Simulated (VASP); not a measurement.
# SiO2 (P4_2nm) in VASP: single point with PBE

Aim: the single point of SiO2 with PBE.

All numbers are computed with VASP 6.6.1; they aren't measurements. Logs are shortened: lines on timing, memory, paths and dates and some standing lists are left out, and cuts for length are marked.

## 1. The cell of the first run

It takes space group P4_2nm (No. 102, tetragonal). Conventional cell: a = 4.236 Å, b = 4.236 Å, c = 2.690 Å, α = 90.00°, β = 90.00°, γ = 90.00°. Si (site symmetry 2mm) has 6 O at 1.76 to 1.84 Å within 2.3 Å. Within 2.4 Å of O (site symmetry m) lie 3 Si at 1.76 to 1.84 Å and 1 O at 2.31 Å.

## 2. Single point, PBE

INCAR

```
SYSTEM = SiO2
PREC = Accurate
ENCUT = 600
EDIFF = 1E-6
ISMEAR = 0
SIGMA = 0.05
LREAL = .False.
LASPH = .True.
NELM = 120
ALGO = Normal
ISIF = 2
LWAVE = .False.
LCHARG = .True.
GGA = PE
LELF = .True.
LVHAR = .True.
NBANDS = 25
GGA_COMPAT = .False.
```

KPOINTS

```
Automatic mesh
0
Gamma
  9 9 12
  0.5 0.5 0.5
```

POSCAR

```
SiO2
1.0
    4.2361165246      0.0000000000      0.0000000000
    0.0000000000      4.2361165246      0.0000000000
    0.0000000000      0.0000000000      2.6904781099
Si O
2 4
Direct
    0.5000000000      0.5000000000      0.4907079712
    0.0000000000      0.0000000000     -0.0092920288
    0.6930152168      0.6930152168      0.0000000000
    0.1930152168      0.8069847832      0.5000000000
    0.3069847832      0.3069847832      0.0000000000
    0.8069847832      0.1930152168      0.5000000000
```

Potentials or basis: VASP PAW PBE potentials, release 64 (Si, O).

On the command line:

```sh
cat potpaw_PBE.64/Si/POTCAR potpaw_PBE.64/O/POTCAR > POTCAR
mpirun -np 1 vasp_std > vasp.out
```

OUTCAR:

```text
SYSTEM = SiO2
   PREC = Accurate
   ENCUT = 600
   EDIFF = 1E-6
   ISMEAR = 0
   LREAL = .False.
   LASPH = .True.
   NELM = 120
   ISIF = 2
   GGA = PE

 ion  position               nearest neighbor table
   1  0.500  0.500  0.491-   3 1.76   5 1.76   3 1.79   5 1.79   4 1.84   6 1.84
   2  0.000  0.000  0.991-   4 1.76   6 1.76   4 1.79   6 1.79   5 1.84   3 1.84
   3  0.693  0.693  0.000-   1 1.76   1 1.79   2 1.84
   4  0.193  0.807  0.500-   2 1.76   2 1.79   1 1.84
   5  0.307  0.307  0.000-   1 1.76   1 1.79   2 1.84
   6  0.807  0.193  0.500-   2 1.76   2 1.79   1 1.84

  LATTYP: Found a simple tetragonal cell.
 ALAT       =     4.2361165246
 C/A-ratio  =     0.6351284471

  Lattice vectors:

 A1 = (   4.2361165246,   0.0000000000,   0.0000000000)
 A2 = (   0.0000000000,   4.2361165246,   0.0000000000)
 A3 = (   0.0000000000,   0.0000000000,   2.6904781099)

Analysis of symmetry for initial positions (statically):
=====================================================================
 Subroutine PRICEL returns:
 Original cell was already a primitive cell.

 Routine SETGRP: Setting up the symmetry group for a
 simple tetragonal supercell.

 Subroutine GETGRP returns: Found  8 space group operations
 (whereof  4 operations were pure point group operations)
 out of a pool of 16 trial point group operations.

The static configuration has the point symmetry C_2v.
 The point group associated with its full space group is C_4v.

Analysis of symmetry for dynamics (positions and initial velocities):
=====================================================================
 Subroutine PRICEL returns:
 Original cell was already a primitive cell.

 Routine SETGRP: Setting up the symmetry group for a
 simple tetragonal supercell.

 Subroutine GETGRP returns: Found  8 space group operations
 (whereof  4 operations were pure point group operations)
 out of a pool of 16 trial point group operations.

The dynamic configuration has the point symmetry C_2v.
 The point group associated with its full space group is C_4v.

 Subroutine INISYM returns: Found  8 space group operations
 (whereof  4 operations are pure point group operations),
 and found     1 'primitive' translations

----------------------------------------------------------------------------------------

                                     Primitive cell

  volume of cell :      48.2798

  direct lattice vectors                    reciprocal lattice vectors
     4.236116525  0.000000000  0.000000000     0.236065272  0.000000000  0.000000000
     0.000000000  4.236116525  0.000000000     0.000000000  0.236065272  0.000000000
     0.000000000  0.000000000  2.690478110     0.000000000  0.000000000  0.371681151

  length of vectors
     4.236116525  4.236116525  2.690478110     0.236065272  0.236065272  0.371681151

  position of ions in fractional coordinates (direct lattice)
     0.500000000  0.500000000  0.490707971
     0.000000000  0.000000000  0.990707971
     0.693015217  0.693015217  0.000000000
     0.193015217  0.806984783  0.500000000
     0.306984783  0.306984783  0.000000000
     0.806984783  0.193015217  0.500000000

  ion indices of the primitive-cell ions
   primitive index   ion index
                 1           1
                 2           2
                 3           3
                 4           4
                 5           5
                 6           6

----------------------------------------------------------------------------------------

 KPOINTS: Automatic mesh

Automatic generation of k-mesh.
 Grid dimensions read from file:
 generate k-points for:    9    9   12

 Generating k-lattice:

  Cartesian coordinates                     Fractional coordinates (reciprocal lattice)
     0.026229475  0.000000000  0.000000000     0.111111111  0.000000000  0.000000000
     0.000000000  0.026229475  0.000000000     0.000000000  0.111111111  0.000000000
     0.000000000  0.000000000  0.030973429     0.000000000  0.000000000  0.083333333

  Length of vectors
     0.026229475  0.026229475  0.030973429

  Shift w.r.t. Gamma in fractional coordinates (k-lattice)
     0.500000000  0.500000000  0.500000000

 Subroutine IBZKPT returns following result:
 ===========================================

 Found     90 irreducible k-points:

 Following reciprocal coordinates:
            Coordinates               Weight
  0.055556  0.055556  0.041667      8.000000
  0.166667  0.055556  0.041667     16.000000
  0.277778  0.055556  0.041667     16.000000
  0.388889  0.055556  0.041667     16.000000
  0.500000  0.055556  0.041667      8.000000
  0.166667  0.166667  0.041667      8.000000
[... 16 lines left out ...]
  0.388889  0.166667  0.125000     16.000000
  0.500000  0.166667  0.125000      8.000000
 [... further k-points ...]
   k-points           NKPTS =     90   k-points in BZ     NKDIM =     90   number of bands    NBANDS=     25
   number of dos      NEDOS =    301   number of ions     NIONS =      6
   total plane-waves  NPLWV =  31104
   dimension x,y,z NGX =    36 NGY =   36 NGZ =   24
   dimension x,y,z NGXF=    72 NGYF=   72 NGZF=   48
   ions per type =               2   4
   NGX,Y,Z   is equivalent  to a cutoff of  14.13, 14.13, 14.83 a.u.
   NGXF,Y,Z  is equivalent  to a cutoff of  28.26, 28.26, 29.66 a.u.
 SYSTEM =  SiO2
   PREC   = accura    normal or accurate (medium, high low for compatibility)
   ISTART =      0    job   : 0-new  1-cont  2-samecut
   ICHARG =      2    charge: 1-file 2-atom 10-const
   ISPIN  =      1    spin polarized calculation?
   LNONCOLLINEAR =      F non collinear calculations
   LSORBIT =      F    spin-orbit coupling
   LASPH  =      T    aspherical Exc in radial PAW
   ENCUT  =  600.0 eV  44.10 Ry    6.64 a.u.   8.46  8.46  5.37*2*pi/ulx,y,z
   NELM   =    120;   NELMIN=  2; NELMDL= -5     # of ELM steps
   EDIFF  = 0.1E-05   stopping-criterion for ELM
   LREAL  =      F    real-space projection
[... 7 lines left out ...]
   TEBEG  =    0.0;   TEEND  =   0.0 temperature during run
   PSTRESS=    0.0 pullay stress
   NELECT =      32.0000    total number of electrons
   NUPDOWN=      -1.0000    fix difference up-down
   EMIN   =  10.00;   EMAX   =-10.00  energy-range for DOS
   EFERMI =   0.00;   METHOD = LEGACY
   ISMEAR =     0;   SIGMA  =   0.05  broadening in eV -4-tet -1-fermi 0-gaus
   EFERMI_NEDOS =   21; number of points for ismear=-14 and -15
   IALGO  =     38    algorithm
   IMIX   =      4    mixing-type and parameters
     AMIX     =   0.40;   BMIX     =  1.00
     AMIX_MAG =   1.60;   BMIX_MAG =  1.00
  volume/ion in A,a.u.               =       8.05        54.30
  Fermi-wavevector in a.u.,A,eV,Ry     =   1.427369  2.697337 27.720287  2.037384
  Thomas-Fermi vector in A             =   2.547546
   LORBIT       =      0    0 simple, 1 ext, 2 COOP (PROOUT), +10 PAW based schemes
   GGA     = PE    functional components
   LHFCALC =     F    Hartree Fock is set to
   AEXX    =    0.0000 exact exchange contribution
   IVDW    =     0    specifies the selected vdW correction
   LEPSILON=     F    determine dielectric tensor
   LRPA    =     F    only Hartree local field effects (RPA)
 non-spin polarized calculation
 Gauss-broadening in eV      SIGMA  =   0.05
  energy-cutoff  :      600.00
  volume of cell :       48.28
 maximum number of plane-waves:      1623
 NGX is ok and might be reduce to    36
   NGX = 17   NGY = 17   NGZ = 11

 number of electron      32.0000007 magnetization

 Free energy of the ion-electron system (eV)
  ---------------------------------------------------
  ext. energy  EPLUGINS =         0.00000000
  ---------------------------------------------------
  free energy    TOTEN  =       -46.31722004 eV

  energy without entropy =      -46.31722004  energy(sigma->0) =      -46.31722004

 E-fermi :   7.9921     XC(G=0): -12.0791

 val. band max:        7.6636233257   @ k =   0.0556   0.0556   0.0417
 cond. band min:      12.9513104625   @ k =   0.0556   0.0556   0.0417
 fundamental gap:      5.2876871367
 Fermi energy:         7.9920624131

 k-point     1 :       0.0556    0.0556    0.0417
  band No.  band energies     occupation
      1     -14.4292      2.00000
      2     -11.2404      2.00000
      3     -11.0223      2.00000
      4     -10.6751      2.00000
      5      -2.8222      2.00000
      6       1.3282      2.00000
[... 17 lines left out ...]
     24      21.3087      0.00000
     25      22.9876      0.00000

 k-point     2 :       0.1667    0.0556    0.0417
  band No.  band energies     occupation
      1     -14.3070      2.00000
      2     -11.6739      2.00000
      3     -10.9798      2.00000
      4     -10.4785      2.00000
      5      -2.6452      2.00000
      6       0.7692      2.00000
[... 17 lines left out ...]
     24      20.9578      0.00000
     25      22.8139      0.00000

 k-point     3 :       0.2778    0.0556    0.0417
  band No.  band energies     occupation
      1     -14.0669      2.00000
      2     -12.2128      2.00000
      3     -10.8682      2.00000
      4     -10.4013      2.00000
      5      -2.3141      2.00000
      6       0.0535      2.00000
[... 17 lines left out ...]
     24      21.0650      0.00000
     25      22.3425      0.00000

 k-point     4 :       0.3889    0.0556    0.0417
  band No.  band energies     occupation
      1     -13.7181      2.00000
      2     -12.7629      2.00000
      3     -10.7203      2.00000
      4     -10.4441      2.00000
      5      -1.8580      2.00000
      6      -0.6529      2.00000
[... 17 lines left out ...]
     24      21.6175      0.00000
     25      21.7796      0.00000
[... 477 lines left out ...]
 k-point    22 :       0.2778    0.1667    0.1250
  band No.  band energies     occupation
      1     -13.7865      2.00000
      2     -12.1139      2.00000
      3     -10.9707      2.00000
      4     -10.3919      2.00000
      5      -1.9890      2.00000
      6       0.0939      2.00000
[... 17 lines left out ...]
     24      21.1560      0.00000
     25      21.5907      0.00000

 k-point    23 :       0.3889    0.1667    0.1250
  band No.  band energies     occupation
      1     -13.4570      2.00000
      2     -12.5804      2.00000
      3     -10.8349      2.00000
      4     -10.4984      2.00000
      5      -1.5168      2.00000
      6      -0.4278      2.00000
[... 17 lines left out ...]
     24      20.8311      0.00000
     25      21.9946      0.00000

 k-point    24 :       0.5000    0.1667    0.1250
  band No.  band energies     occupation
      1     -13.0459      2.00000
      2     -13.0441      2.00000
      3     -10.6618      2.00000
      4     -10.6608      2.00000
      5      -0.9957      2.00000
      6      -0.9707      2.00000
[... 17 lines left out ...]
     24      20.4843      0.00000
     25      22.2017      0.00000

 [... further k-points ...]

------------------------ aborting loop because EDIFF is reached ----------------------------------------

  FORCE on cell =-STRESS in cart. coord.  units (eV):
  Direction    XX          YY          ZZ          XY          YZ          ZX
  --------------------------------------------------------------------------------------
  -------------------------------------------------------------------------------------
  Total       -0.0996986     -0.0996986      0.1077084      0.0000000      0.0000000      0.0000000
  in kB       -3.3085254     -3.3085254      3.5743326      0.0000000      0.0000000      0.0000000
  external PRESSURE =      -1.0142394 kB  Pullay stress =       0.0000000 kB

 VOLUME and BASIS-vectors are now :
 -----------------------------------------------------------------------------
  energy-cutoff  :      600.00
  volume of cell :       48.28
      direct lattice vectors                 reciprocal lattice vectors
     4.236116525  0.000000000  0.000000000     0.236065272  0.000000000  0.000000000
     0.000000000  4.236116525  0.000000000     0.000000000  0.236065272  0.000000000
     0.000000000  0.000000000  2.690478110     0.000000000  0.000000000  0.371681151

 POSITION                                       TOTAL-FORCE (eV/Angst)
 -----------------------------------------------------------------------------------
      2.11806      2.11806      1.32024        -0.000000      0.000000      0.550952
      0.00000      0.00000      2.66548        -0.000000      0.000000      0.550952
      2.93569      2.93569      0.00000         0.026684      0.026684     -0.275476
      0.81763      3.41848      1.34524         0.026684     -0.026684     -0.275476
      1.30042      1.30042      0.00000        -0.026684     -0.026684     -0.275476
      3.41848      0.81763      1.34524        -0.026684      0.026684     -0.275476
 -----------------------------------------------------------------------------------
    total drift:                               -0.000000     -0.000000     -0.000036

  FREE ENERGIE OF THE ION-ELECTRON SYSTEM (eV)
  ---------------------------------------------------
  free  energy   TOTEN  =       -46.3172200352 eV

  energy  without entropy=      -46.3172200352  energy(sigma->0) =      -46.31722004
```

It took 1.9 min on 1 thread of Intel Xeon 8259CL, shared host; peak memory 0.21 GiB.

What came out:

| Quantity | Value |
| --- | --- |
| Free energy | -46.3172 eV |
| Pressure | -0.1 GPa |
| Largest force | 0.551 eV/Å |
| Band gap on the k mesh | 5.29 eV |

Forces on the atoms (eV/Å):
```
Si   0.000  0.000  0.551
Si   0.000  0.000  0.551
O    0.027  0.027 -0.275
O    0.027 -0.027 -0.275
O   -0.027 -0.027 -0.275
O   -0.027  0.027 -0.275
```

Levels at points of the mesh, in eV from the valence-band top:
```tsv
k point	band 12	band 13	band 14	band 15	band 16	band 17	band 18	band 19	band 20	band 21
(0.06, 0.06, 0.04)	-3.04	-2.51	-0.92	-0.83	0.00	5.29	6.84	8.43	8.52	11.04
```

Caveat: a shifted mesh leaves out Γ, where band edges can lie.
